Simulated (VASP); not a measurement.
# BN (P6_3/mmc) in VASP: notebook

The runs below take BN through single point, with PBE.

Program: VASP 6.6.1. These are calculated values, not measurements. Logs are shortened: lines on timing, memory, paths and dates and some standing lists are left out, and cuts for length are marked.

### Step 1. The cell of the first run

Symmetry: P6_3/mmc, No. 194, hexagonal system. Conventional cell: a = 2.454 Å, b = 2.454 Å, c = 6.661 Å, α = 90.00°, β = 90.00°, γ = 120.00°. B (site symmetry -6m2) has 3 N at 1.42 Å within 1.9 Å. Within 1.9 Å of N (site symmetry -6m2) lie 3 B at 1.42 Å.

### Step 2. Single point, PBE (equal xx and yy strain of -2 %)

INCAR reads:

```
SYSTEM = BN
  PREC = Accurate
  ENCUT = 520
  EDIFF = 1E-7
  ISMEAR = -1
  SIGMA = 0.02
  LREAL = .False.
  LASPH = .True.
  NELM = 100
  ALGO = Normal
  ISIF = 2
  LWAVE = .False.
  LCHARG = .True.
  GGA = PE
  LELF = .True.
  LVHAR = .True.
  NBANDS = 16
```

KPOINTS reads:

```
regular mesh
0
Gamma
  11 11 4
  0 0 0
```

POSCAR reads:

```
BN
1.0
    2.4539118702      0.0000000000      0.0000000000
   -1.2269559352      2.1251500183      0.0000000000
    0.0000000000      0.0000000000      6.6612000000
B N
2 2
Direct
    0.3333333333      0.6666666667      0.2500000000
    0.6666666667      0.3333333333      0.7500000000
    0.3333333333      0.6666666667      0.7500000000
    0.6666666667      0.3333333333      0.2500000000
```

Potentials or basis: VASP PAW PBE potentials, release 64 (B, N).

The run is started by

```console
$ cat potpaw_PBE.64/B/POTCAR potpaw_PBE.64/N/POTCAR > POTCAR
$ mpirun -np 1 vasp_std > vasp.out
```

OUTCAR:

```text
SYSTEM = BN
   PREC = Accurate
   ENCUT = 520
   EDIFF = 1E-7
   ISMEAR = -1
   LREAL = .False.
   LASPH = .True.
   NELM = 100
   ISIF = 2
   GGA = PE

 ion  position               nearest neighbor table
   1  0.333  0.667  0.250-   4 1.42   4 1.42   4 1.42
   2  0.667  0.333  0.750-   3 1.42   3 1.42   3 1.42
   3  0.333  0.667  0.750-   2 1.42   2 1.42   2 1.42
   4  0.667  0.333  0.250-   1 1.42   1 1.42   1 1.42

  LATTYP: Found a hexagonal cell.
 ALAT       =     2.4539118702
 C/A-ratio  =     2.7145229138

  Lattice vectors:

 A1 = (   2.4539118702,   0.0000000000,   0.0000000000)
 A2 = (  -1.2269559352,   2.1251500183,   0.0000000000)
 A3 = (   0.0000000000,   0.0000000000,   6.6612000000)

Analysis of symmetry for initial positions (statically):
=====================================================================
 Subroutine PRICEL returns:
 Original cell was already a primitive cell.

 Routine SETGRP: Setting up the symmetry group for a
 hexagonal supercell.

 Subroutine GETGRP returns: Found 24 space group operations
 (whereof 12 operations were pure point group operations)
 out of a pool of 24 trial point group operations.

The static configuration has the point symmetry D_3d.
 The point group associated with its full space group is D_6h.

Analysis of symmetry for dynamics (positions and initial velocities):
=====================================================================
 Subroutine PRICEL returns:
 Original cell was already a primitive cell.

 Routine SETGRP: Setting up the symmetry group for a
 hexagonal supercell.

 Subroutine GETGRP returns: Found 24 space group operations
 (whereof 12 operations were pure point group operations)
 out of a pool of 24 trial point group operations.

The dynamic configuration has the point symmetry D_3d.
 The point group associated with its full space group is D_6h.

 Subroutine INISYM returns: Found 24 space group operations
 (whereof 12 operations are pure point group operations),
 and found     1 'primitive' translations

----------------------------------------------------------------------------------------

                                     Primitive cell

  volume of cell :      34.7377

  direct lattice vectors                    reciprocal lattice vectors
     2.453911870  0.000000000  0.000000000     0.407512597  0.235277508  0.000000000
    -1.226955935  2.125150018  0.000000000     0.000000000  0.470555016  0.000000000
     0.000000000  0.000000000  6.661200000     0.000000000  0.000000000  0.150123101

  length of vectors
     2.453911870  2.453911870  6.661200000     0.470555016  0.470555016  0.150123101

  position of ions in fractional coordinates (direct lattice)
     0.333333333  0.666666667  0.250000000
     0.666666667  0.333333333  0.750000000
     0.333333333  0.666666667  0.750000000
     0.666666667  0.333333333  0.250000000

  ion indices of the primitive-cell ions
   primitive index   ion index
                 1           1
                 2           2
                 3           3
                 4           4

----------------------------------------------------------------------------------------

 KPOINTS: regular mesh

Automatic generation of k-mesh.
 Grid dimensions read from file:
 generate k-points for:   11   11    4

 Generating k-lattice:

  Cartesian coordinates                     Fractional coordinates (reciprocal lattice)
     0.037046600  0.021388864  0.000000000     0.090909091  0.000000000  0.000000000
     0.000000000  0.042777729  0.000000000     0.000000000  0.090909091  0.000000000
     0.000000000  0.000000000  0.037530775     0.000000000  0.000000000  0.250000000

  Length of vectors
     0.042777729  0.042777729  0.037530775

  Shift w.r.t. Gamma in fractional coordinates (k-lattice)
     0.000000000  0.000000000  0.000000000

 Subroutine IBZKPT returns following result:
 ===========================================

 Found     48 irreducible k-points:

 Following reciprocal coordinates:
            Coordinates               Weight
  0.000000  0.000000  0.000000      1.000000
  0.090909 -0.000000  0.000000      6.000000
  0.181818 -0.000000  0.000000      6.000000
  0.272727 -0.000000  0.000000      6.000000
  0.363636 -0.000000  0.000000      6.000000
  0.454545  0.000000  0.000000      6.000000
[... 16 lines left out ...]
  0.090909  0.090909  0.250000     12.000000
  0.181818  0.090909  0.250000     24.000000
 [... further k-points ...]
   k-points           NKPTS =     48   k-points in BZ     NKDIM =     48   number of bands    NBANDS=     16
   number of dos      NEDOS =    301   number of ions     NIONS =      4
   total plane-waves  NPLWV =  16200
   dimension x,y,z NGX =    18 NGY =   18 NGZ =   50
   dimension x,y,z NGXF=    36 NGYF=   36 NGZF=  100
   ions per type =               2   2
   NGX,Y,Z   is equivalent  to a cutoff of  12.19, 12.19, 12.48 a.u.
   NGXF,Y,Z  is equivalent  to a cutoff of  24.39, 24.39, 24.96 a.u.
 SYSTEM =  BN
   PREC   = accura    normal or accurate (medium, high low for compatibility)
   ISTART =      0    job   : 0-new  1-cont  2-samecut
   ICHARG =      2    charge: 1-file 2-atom 10-const
   ISPIN  =      1    spin polarized calculation?
   LNONCOLLINEAR =      F non collinear calculations
   LSORBIT =      F    spin-orbit coupling
   LASPH  =      T    aspherical Exc in radial PAW
   ENCUT  =  520.0 eV  38.22 Ry    6.18 a.u.   4.56  4.56 12.39*2*pi/ulx,y,z
   NELM   =    100;   NELMIN=  2; NELMDL= -5     # of ELM steps
   EDIFF  = 0.1E-06   stopping-criterion for ELM
   LREAL  =      F    real-space projection
   EDIFFG = 0.1E-05   stopping-criterion for IOM
   NSW    =      0    number of steps for IOM
   IBRION =     -1    ionic relax: 0-MD 1-quasi-New 2-CG
   NFREE  =      0    steps in history (QN), initial steepest desc. (CG)
   ISIF   =      2    stress and relaxation
   ISYM   =      2    0-nonsym 1-usesym 2-fastsym
   POTIM  = 0.5000    time-step for ionic-motion
   TEBEG  =    0.0;   TEEND  =   0.0 temperature during run
   PSTRESS=    0.0 pullay stress
   NELECT =      16.0000    total number of electrons
   NUPDOWN=      -1.0000    fix difference up-down
   EMIN   =  10.00;   EMAX   =-10.00  energy-range for DOS
   EFERMI =   0.00;   METHOD = LEGACY
   ISMEAR =    -1;   SIGMA  =   0.02  broadening in eV -4-tet -1-fermi 0-gaus
   EFERMI_NEDOS =   21; number of points for ismear=-14 and -15
   IALGO  =     38    algorithm
   IMIX   =      4    mixing-type and parameters
     AMIX     =   0.40;   BMIX     =  1.00
     AMIX_MAG =   1.60;   BMIX_MAG =  1.00
  volume/ion in A,a.u.               =       8.68        58.61
  Fermi-wavevector in a.u.,A,eV,Ry     =   1.264293  2.389168 21.748061  1.598437
  Thomas-Fermi vector in A             =   2.397606
   LORBIT       =      0    0 simple, 1 ext, 2 COOP (PROOUT), +10 PAW based schemes
   GGA     = PE    functional components
   LHFCALC =     F    Hartree Fock is set to
   AEXX    =    0.0000 exact exchange contribution
   IVDW    =     0    specifies the selected vdW correction
   LEPSILON=     F    determine dielectric tensor
   LRPA    =     F    only Hartree local field effects (RPA)
 non-spin polarized calculation
  energy-cutoff  :      520.00
  volume of cell :       34.74
 maximum number of plane-waves:       955
   NGX =  9   NGY =  9   NGZ = 25

 number of electron      15.9999999 magnetization

 Free energy of the ion-electron system (eV)
  ---------------------------------------------------
  ext. energy  EPLUGINS =         0.00000000
  ---------------------------------------------------
  free energy    TOTEN  =       -35.01639218 eV

  energy without entropy =      -35.01639218  energy(sigma->0) =      -35.01639218

 E-fermi :   2.9967     XC(G=0): -10.1727

 val. band max:        2.5370651287   @ k =   0.3636   0.2727   0.0000
 cond. band min:       6.9793462810   @ k =   0.4545   0.0909   0.0000
 fundamental gap:      4.4422811523
 Fermi energy:         2.9966528641

 k-point     1 :       0.0000    0.0000    0.0000
  band No.  band energies     occupation
      1     -15.6468      2.00000
      2     -15.3652      2.00000
      3      -3.9935      2.00000
      4      -1.9420      2.00000
      5       1.2573      2.00000
      6       1.2573      2.00000
[... 8 lines left out ...]
     15      15.7243      0.00000
     16      16.2654      0.00000

 k-point     2 :       0.0909   -0.0000    0.0000
  band No.  band energies     occupation
      1     -15.4779      2.00000
      2     -15.2018      2.00000
      3      -3.7606      2.00000
      4      -1.7308      2.00000
      5       0.5815      2.00000
      6       0.6090      2.00000
[... 8 lines left out ...]
     15      15.6238      0.00000
     16      16.2299      0.00000

 k-point     3 :       0.1818   -0.0000    0.0000
  band No.  band energies     occupation
      1     -14.9818      2.00000
      2     -14.7218      2.00000
      3      -3.0720      2.00000
      4      -1.1121      2.00000
      5      -1.0970      2.00000
      6      -1.0603      2.00000
[... 8 lines left out ...]
     15      17.4240      0.00000
     16      17.4509      0.00000

 k-point     4 :       0.2727   -0.0000    0.0000
  band No.  band energies     occupation
      1     -14.1978      2.00000
      2     -13.9668      2.00000
      3      -3.1634      2.00000
      4      -3.1036      2.00000
      5      -1.9661      2.00000
      6      -0.6685      2.00000
[... 8 lines left out ...]
     15      18.6834      0.00000
     16      20.0612      0.00000
[... 324 lines left out ...]
 k-point    22 :       0.4545    0.0000    0.2500
  band No.  band energies     occupation
      1     -12.3971      2.00000
      2     -12.3290      2.00000
      3      -6.4292      2.00000
      4      -6.3845      2.00000
      5      -1.6660      2.00000
      6      -1.6256      2.00000
[... 8 lines left out ...]
     15      18.6203      0.00000
     16      20.8287      0.00000

 k-point    23 :       0.0909    0.0909    0.2500
  band No.  band energies     occupation
      1     -15.1083      2.00000
      2     -14.9207      2.00000
      3      -3.0572      2.00000
      4      -1.6763      2.00000
      5      -0.4874      2.00000
      6      -0.4699      2.00000
[... 8 lines left out ...]
     15      16.4906      0.00000
     16      16.8625      0.00000

 k-point    24 :       0.1818    0.0909    0.2500
  band No.  band energies     occupation
      1     -14.4688      2.00000
      2     -14.2969      2.00000
      3      -2.2955      2.00000
      4      -2.2062      2.00000
      5      -2.0877      2.00000
      6      -0.8455      2.00000
[... 8 lines left out ...]
     15      18.0467      0.00000
     16      18.1866      0.00000

 [... further k-points ...]
[... 5 lines left out ...]
  --------------------------------------------------------------------------------------
  -------------------------------------------------------------------------------------
  Total        6.0201329      6.0201329      0.6117985     -0.0000000      0.0000000     -0.0000000
  in kB      277.6614814    277.6614815     28.2174634     -0.0000000      0.0000000     -0.0000000
  external PRESSURE =     194.5134754 kB  Pullay stress =       0.0000000 kB

 VOLUME and BASIS-vectors are now :
 -----------------------------------------------------------------------------
  energy-cutoff  :      520.00
  volume of cell :       34.74
      direct lattice vectors                 reciprocal lattice vectors
     2.453911870  0.000000000  0.000000000     0.407512597  0.235277508  0.000000000
    -1.226955935  2.125150018  0.000000000     0.000000000  0.470555016  0.000000000
     0.000000000  0.000000000  6.661200000     0.000000000  0.000000000  0.150123101

 POSITION                                       TOTAL-FORCE (eV/Angst)
 -----------------------------------------------------------------------------------
     -0.00000      1.41677      1.66530        -0.000000      0.000000      0.000000
      1.22696      0.70838      4.99590         0.000000     -0.000000      0.000000
     -0.00000      1.41677      4.99590        -0.000000     -0.000000      0.000000
      1.22696      0.70838      1.66530         0.000000     -0.000000      0.000000
 -----------------------------------------------------------------------------------
    total drift:                               -0.000000      0.000000      0.000000

  FREE ENERGIE OF THE ION-ELECTRON SYSTEM (eV)
  ---------------------------------------------------
  free  energy   TOTEN  =       -35.0163921776 eV

  energy  without entropy=      -35.0163921776  energy(sigma->0) =      -35.01639218
```

It took 39 s on 1 thread of Intel Xeon 8259CL, shared host; peak memory 0.15 GiB.

Results:

```
Free energy            : -35.0164 eV
Pressure               : 19.5 GPa
Band gap on the k mesh : 4.44 eV, indirect (least direct gap 4.83 eV)
```

Levels at points of the mesh, in eV from the valence-band top:
```
           k point  band 4  band 5  band 6  band 7  band 8  band 9  band 10  band 11  band 12  band 13
(0.00, 0.00, 0.00)   -4.48   -1.28   -1.28   -1.25   -1.25    5.20    10.44    12.04    12.04    12.15
(0.00, 0.00, 0.50)   -5.62   -1.26   -1.26   -1.26   -1.26    7.61     7.61    12.10    12.10    12.10
```

Caveat: the cell differs from its parent crystal (equal xx and yy strain of -2 %); this functional lacks dispersion, which binds the layers, so the pressure and a relaxed spacing across them are unreliable.

[end of part 1 of 2]
